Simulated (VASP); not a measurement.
# Ga (Im-3m) in VASP: a series of runs, part 2 of 2

VASP 6.6.1.

### 4 Single point, PBEsol

The input, INCAR:

```
  ALGO = Normal
  EDIFF = 1E-6
  ENCUT = 500
  GGA = PS
  GGA_COMPAT = False
  ISIF = 2
  ISMEAR = 0
  LASPH = True
  LCHARG = False
  LREAL = False
  LWAVE = False
  NBANDS = 12
  NELM = 120
  PREC = Accurate
  SIGMA = 0.1
```

The input, KPOINTS:

```
k-points
0
Gamma
  18 18 18
```

The input, POSCAR:

```
Ga
1.0
   -1.6476899630      1.6476899630      1.6476899630
    1.6476899630     -1.6476899630      1.6476899630
    1.6476899630      1.6476899630     -1.6476899630
Ga
1
Direct
    0.0000000000      0.0000000000      0.0000000000
```

Potentials or basis: VASP PAW PBE potentials, release 64 (Ga_d).

Launch:

```
> cat potpaw_PBE.64/Ga_d/POTCAR > POTCAR
> mpirun -np 1 vasp_std > vasp.out
```

OUTCAR:

```text
EDIFF = 1E-6
   ENCUT = 500
   GGA = PS
   ISIF = 2
   ISMEAR = 0
   LASPH = True
   LREAL = False
   NELM = 120
   PREC = Accurate

 ion  position               nearest neighbor table
   1  0.000  0.000  0.000-

  LATTYP: Found a body centered cubic cell.
 ALAT       =     3.2953799260

  Lattice vectors:

 A1 = (  -1.6476899630,   1.6476899630,   1.6476899630)
 A2 = (   1.6476899630,  -1.6476899630,   1.6476899630)
 A3 = (   1.6476899630,   1.6476899630,  -1.6476899630)

Analysis of symmetry for initial positions (statically):
=====================================================================
 Subroutine PRICEL returns:
 Original cell was already a primitive cell.

 Routine SETGRP: Setting up the symmetry group for a
 body centered cubic supercell.

 Subroutine GETGRP returns: Found 48 space group operations
 (whereof 48 operations were pure point group operations)
 out of a pool of 48 trial point group operations.

The static configuration has the point symmetry O_h .

Analysis of symmetry for dynamics (positions and initial velocities):
=====================================================================
 Subroutine PRICEL returns:
 Original cell was already a primitive cell.

 Routine SETGRP: Setting up the symmetry group for a
 body centered cubic supercell.

 Subroutine GETGRP returns: Found 48 space group operations
 (whereof 48 operations were pure point group operations)
 out of a pool of 48 trial point group operations.

The dynamic configuration has the point symmetry O_h .

 Subroutine INISYM returns: Found 48 space group operations
 (whereof 48 operations are pure point group operations),
 and found     1 'primitive' translations

----------------------------------------------------------------------------------------

                                     Primitive cell

  volume of cell :      17.8931

  direct lattice vectors                    reciprocal lattice vectors
    -1.647689963  1.647689963  1.647689963     0.000000000  0.303455147  0.303455147
     1.647689963 -1.647689963  1.647689963     0.303455147  0.000000000  0.303455147
     1.647689963  1.647689963 -1.647689963     0.303455147  0.303455147  0.000000000

  length of vectors
     2.853882731  2.853882731  2.853882731     0.429150385  0.429150385  0.429150385

  position of ions in fractional coordinates (direct lattice)
     0.000000000  0.000000000  0.000000000

  ion indices of the primitive-cell ions
   primitive index   ion index
                 1           1

----------------------------------------------------------------------------------------

 KPOINTS: k-points

Automatic generation of k-mesh.
 Grid dimensions read from file:
 generate k-points for:   18   18   18

 Generating k-lattice:

  Cartesian coordinates                     Fractional coordinates (reciprocal lattice)
     0.000000000  0.016858619  0.016858619     0.055555556  0.000000000  0.000000000
     0.016858619  0.000000000  0.016858619     0.000000000  0.055555556  0.000000000
     0.016858619  0.016858619  0.000000000     0.000000000  0.000000000  0.055555556

  Length of vectors
     0.023841688  0.023841688  0.023841688

  Shift w.r.t. Gamma in fractional coordinates (k-lattice)
     0.000000000  0.000000000  0.000000000

 Subroutine IBZKPT returns following result:
 ===========================================

 Found    195 irreducible k-points:

 Following reciprocal coordinates:
            Coordinates               Weight
  0.000000  0.000000  0.000000      1.000000
  0.055556  0.000000  0.000000     12.000000
  0.111111  0.000000  0.000000     12.000000
  0.166667  0.000000  0.000000     12.000000
  0.222222  0.000000  0.000000     12.000000
  0.277778  0.000000  0.000000     12.000000
[... 16 lines left out ...]
  0.333333  0.111111  0.000000     48.000000
  0.388889  0.111111  0.000000     48.000000
 [... further k-points ...]
   k-points           NKPTS =    195   k-points in BZ     NKDIM =    195   number of bands    NBANDS=     12
   number of dos      NEDOS =    301   number of ions     NIONS =      1
   total plane-waves  NPLWV =  13824
   dimension x,y,z NGX =    24 NGY =   24 NGZ =   24
   dimension x,y,z NGXF=    48 NGYF=   48 NGZF=   48
   ions per type =               1
   NGX,Y,Z   is equivalent  to a cutoff of  13.98, 13.98, 13.98 a.u.
   NGXF,Y,Z  is equivalent  to a cutoff of  27.96, 27.96, 27.96 a.u.
 SYSTEM =  unknown system
   PREC   = accura    normal or accurate (medium, high low for compatibility)
   ISTART =      0    job   : 0-new  1-cont  2-samecut
   ICHARG =      2    charge: 1-file 2-atom 10-const
   ISPIN  =      1    spin polarized calculation?
   LNONCOLLINEAR =      F non collinear calculations
   LSORBIT =      F    spin-orbit coupling
   LASPH  =      T    aspherical Exc in radial PAW
   ENCUT  =  500.0 eV  36.75 Ry    6.06 a.u.   5.20  5.20  5.20*2*pi/ulx,y,z
   NELM   =    120;   NELMIN=  2; NELMDL= -5     # of ELM steps
   EDIFF  = 0.1E-05   stopping-criterion for ELM
   LREAL  =      F    real-space projection
   EDIFFG = 0.1E-04   stopping-criterion for IOM
   NSW    =      0    number of steps for IOM
   IBRION =     -1    ionic relax: 0-MD 1-quasi-New 2-CG
   NFREE  =      0    steps in history (QN), initial steepest desc. (CG)
   ISIF   =      2    stress and relaxation
   ISYM   =      2    0-nonsym 1-usesym 2-fastsym
   POTIM  = 0.5000    time-step for ionic-motion
   TEBEG  =    0.0;   TEEND  =   0.0 temperature during run
   PSTRESS=    0.0 pullay stress
   NELECT =      13.0000    total number of electrons
   NUPDOWN=      -1.0000    fix difference up-down
   EMIN   =  10.00;   EMAX   =-10.00  energy-range for DOS
   EFERMI =   0.00;   METHOD = LEGACY
   ISMEAR =     0;   SIGMA  =   0.10  broadening in eV -4-tet -1-fermi 0-gaus
   EFERMI_NEDOS =   21; number of points for ismear=-14 and -15
   IALGO  =     38    algorithm
   IMIX   =      4    mixing-type and parameters
     AMIX     =   0.40;   BMIX     =  1.00
     AMIX_MAG =   1.60;   BMIX_MAG =  1.00
  volume/ion in A,a.u.               =      17.89       120.75
  Fermi-wavevector in a.u.,A,eV,Ry     =   1.471727  2.781160 29.469934  2.165979
  Thomas-Fermi vector in A             =   2.586827
   LORBIT       =      0    0 simple, 1 ext, 2 COOP (PROOUT), +10 PAW based schemes
   GGA     = PS    functional components
   LHFCALC =     F    Hartree Fock is set to
   AEXX    =    0.0000 exact exchange contribution
   IVDW    =     0    specifies the selected vdW correction
   LEPSILON=     F    determine dielectric tensor
   LRPA    =     F    only Hartree local field effects (RPA)
 non-spin polarized calculation
 Gauss-broadening in eV      SIGMA  =   0.10
  energy-cutoff  :      500.00
  volume of cell :       17.89
 maximum number of plane-waves:       468
 NGX is ok and might be reduce to    24
   NGX = 11   NGY = 11   NGZ = 11

 number of electron      13.0000009 magnetization

 Free energy of the ion-electron system (eV)
  ---------------------------------------------------
  ext. energy  EPLUGINS =         0.00000000
  ---------------------------------------------------
  free energy    TOTEN  =        -3.31511481 eV

  energy without entropy =       -3.31272725  energy(sigma->0) =       -3.31392103

 E-fermi :   5.9259     XC(G=0): -11.4214

 val. band max:        5.9111738918   @ k =  -0.3333  -0.4444   0.1111
 cond. band min:       5.9283335210   @ k =  -0.3889   0.3889   0.1667
 fundamental gap:      0.0171596291
 Fermi energy:         5.9259229731

 k-point     1 :       0.0000    0.0000    0.0000
  band No.  band energies     occupation
      1      -9.0116      2.00000
      2      -9.0116      2.00000
      3      -9.0116      2.00000
      4      -8.7972      2.00000
      5      -8.7972      2.00000
      6      -5.5555      2.00000
      7      19.1189      0.00000
      8      19.1189      0.00000
      9      19.1189      0.00000
     10      23.6279      0.00000
     11      23.6279      0.00000
     12      23.6279      0.00000
[... 331 lines left out ...]
 k-point    24 :       0.3889    0.1111    0.0000
  band No.  band energies     occupation
      1      -9.0961      2.00000
      2      -9.0580      2.00000
      3      -8.8139      2.00000
      4      -8.8050      2.00000
      5      -8.6961      2.00000
      6       0.3879      2.00000
      7       3.6157      2.00000
      8      11.1856      0.00000
      9      14.1884      0.00000
     10      18.8060      0.00000
     11      21.2680      0.00000
     12      25.8540      0.00000

 [... further k-points ...]

------------------------ aborting loop because EDIFF is reached ----------------------------------------

  FORCE on cell =-STRESS in cart. coord.  units (eV):
  Direction    XX          YY          ZZ          XY          YZ          ZX
  --------------------------------------------------------------------------------------
  -------------------------------------------------------------------------------------
  Total        0.0223215      0.0223215      0.0223215      0.0000000      0.0000000      0.0000000
  in kB        1.9987039      1.9987039      1.9987039      0.0000000      0.0000000      0.0000000
  external PRESSURE =       1.9987039 kB  Pullay stress =       0.0000000 kB

 VOLUME and BASIS-vectors are now :
 -----------------------------------------------------------------------------
  energy-cutoff  :      500.00
  volume of cell :       17.89
      direct lattice vectors                 reciprocal lattice vectors
    -1.647689963  1.647689963  1.647689963     0.000000000  0.303455147  0.303455147
     1.647689963 -1.647689963  1.647689963     0.303455147  0.000000000  0.303455147
     1.647689963  1.647689963 -1.647689963     0.303455147  0.303455147  0.000000000

 POSITION                                       TOTAL-FORCE (eV/Angst)
 -----------------------------------------------------------------------------------
      0.00000      0.00000      0.00000        -0.000000      0.000000      0.000000
 -----------------------------------------------------------------------------------
    total drift:                                0.000000      0.000000     -0.000000

  FREE ENERGIE OF THE ION-ELECTRON SYSTEM (eV)
  ---------------------------------------------------
  free  energy   TOTEN  =        -3.3151148096 eV

  energy  without entropy=       -3.3127272466  energy(sigma->0) =       -3.31392103
```

OSZICAR:

```text
N       E                     dE             d eps       ncg     rms          rms(c)
DAV:   1     0.420748819802E+02    0.42075E+02   -0.65511E+03  5084   0.188E+03
DAV:   2    -0.129581452229E+01   -0.43371E+02   -0.41728E+02  4932   0.257E+02
DAV:   3    -0.334426573730E+01   -0.20485E+01   -0.20433E+01  5328   0.447E+01
DAV:   4    -0.335990798928E+01   -0.15642E-01   -0.15640E-01  5532   0.419E+00
DAV:   5    -0.336006682561E+01   -0.15884E-03   -0.15883E-03  5360   0.402E-01    0.950E-01
DAV:   6    -0.332347145485E+01    0.36595E-01   -0.60539E-02  5660   0.513E+00    0.433E-01
DAV:   7    -0.331611176543E+01    0.73597E-02   -0.87622E-03  6352   0.162E+00    0.128E-01
DAV:   8    -0.331511450576E+01    0.99726E-03   -0.76470E-04  6192   0.480E-01    0.652E-03
DAV:   9    -0.331511480960E+01   -0.30384E-06   -0.59772E-06  5924   0.406E-02
   1 F= -.33151148E+01 E0= -.33139210E+01  d E =-.238756E-02
```

stdout:

```text
POSCAR found type information on POSCAR Ga
 POSCAR found :  1 types and       1 ions
 scaLAPACK will be used
 -----------------------------------------------------------------------------
|                                                                             |
|                                                                             |
|     You enforced a specific xc type in the INCAR file but a different       |
|     I HOPE YOU KNOW WHAT YOU ARE DOING!                                     |
|                                                                             |
 -----------------------------------------------------------------------------

 LDA part: xc-table for (Slater+PW92), standard interpolation
 POSCAR, INCAR and KPOINTS ok, starting setup
 FFT: planning ... GRIDC
 FFT: planning ... GRID_SOFT
 FFT: planning ... GRID
 WAVECAR not read
 entering main loop
```

It took 8.9 s on 1 thread of Intel Xeon 6975P-C (Granite Rapids), shared host; peak memory 0.16 GiB.

What came out:

```yaml
Free_energy: -3.3151 eV
Pressure: 0.2 GPa
```

Levels at points of the mesh, in eV from the Fermi level:
```csv
k point,band 4,band 5,band 6,band 7,band 8,band 9
"(0.00, 0.00, 0.00)",-14.72,-14.72,-11.48,13.19,13.19,13.19
"(0.50, 0.00, 0.00)",-14.72,-14.59,-4.53,-4.01,7.30,9.33
"(0.50, 0.50, 0.50)",-14.62,-14.62,1.60,1.60,1.60,1.88
```

Caveat: the PAW data sets were made with another functional, which shifts forces and pressure a little.
